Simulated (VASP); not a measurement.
Runs of VASP 6.6.1 on InSb. The structure is that of space group P4/mmm (No. 123), or close to it. The cells are those of the table. 

```csv
task,cell,k mesh,cutoff (eV),gap on the mesh (eV),pressure (GPa),relaxed volume (Å³/atom),largest force (eV/Å)
relaxation of cell and atoms,"relaxed from a = 4.092, b = 4.092, c = 8.110 Å, 4 atoms",4 × 4 × 2,600,none,0.0,27.58,0.01
single point,"a = 4.667, b = 4.667, c = 5.192 Å, 4 atoms",10 × 10 × 10,520,none,-0.1,-,-
single point,"a = 4.560, b = 4.560, c = 5.298 Å, 4 atoms",4 × 4 × 2,520,none,0.0,-,0.01
single point,"a = 4.617, b = 4.617, c = 5.340 Å, 4 atoms",4 × 4 × 4,520,none,(a),-,0.01
relaxation of cell and atoms,"relaxed from a = 4.560, b = 4.560, c = 5.298 Å, 4 atoms",4 × 4 × 4,600,none,-0.2,28.40,0.01
```

Alike in all rows: level PBE; potentials or basis VASP PAW PBE potentials, release 64 (In_d, Sb); no spin polarisation; smearing gaussian 0.1 eV.

Estimate the missing entries.

(a) -0.4.

Caveats: some runs use coarse meshes; spin-orbit coupling is left out, which moves the levels of the heavy elements; the volume moved by over 15 % at a fixed basis, so the end points are rough (some runs).

A k mesh can miss the band edges, and the runs leave out spin-orbit coupling on In, Sb.

A gap of «none» marks levels without a gap at the run's occupations.
